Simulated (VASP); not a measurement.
PbS, 2 atoms in the cell. It takes space group Fm-3m (No. 225, cubic). The conventional cell has a = 6.034 Å, b = 6.034 Å, c = 6.034 Å, α = 90.00°, β = 90.00°, γ = 90.00°. Within 4.0 Å of Pb (site symmetry m-3m) lie 6 S at 3.02 Å. S (site symmetry m-3m) has 6 Pb at 3.02 Å within 4.0 Å. 

| Property | Result |
| --- | --- |
| Program | VASP 6.6.1 |
| Task | G0W0 quasiparticle levels |
| Functional | PBE |
| Potentials or basis | VASP PAW PBE potentials, release 64 (Pb_d_GW, S_GW) |
| Cutoff | 500 eV |
| k mesh | 4 × 4 × 4 |
| Occupations | gaussian, width 0.01 eV |
| Spin | no spin polarisation |
| Dipole correction | no |
| GW scheme | G0W0 |
| GW iterations | 1 |
| Cutoff of the response function | 150 |
| Frequency points | 96 |
| Empty bands | 229 |
| Further INCAR settings | ALGO = EVGW0; EDIFF = 1e-08; NBANDS = 240 |

Potentials or basis: VASP PAW PBE potentials, release 64 (Pb_d_GW, S_GW).

The run is started by

```sh
$ cat potpaw_PBE.64/Pb_d_GW/POTCAR potpaw_PBE.64/S_GW/POTCAR > POTCAR
$ cp INCAR.step1 INCAR
$ mpirun -np 1 vasp_std > vasp.out
$ cp INCAR.step2 INCAR
$ mpirun -np 1 vasp_std > vasp.out
$ cp INCAR.step3 INCAR
$ mpirun -np 1 vasp_std > vasp.out
```

Hardware: 1 thread of Intel(R) Xeon(R) 6975P-C (Granite Rapids), on a shared host.

Problem. How long does it take, and how much memory?

Solution. Wall time 5.8 min on 1 thread of Intel(R) Xeon(R) 6975P-C (Granite Rapids), with other jobs on the host, peak memory 0.75 GiB. Counts: k points 8.
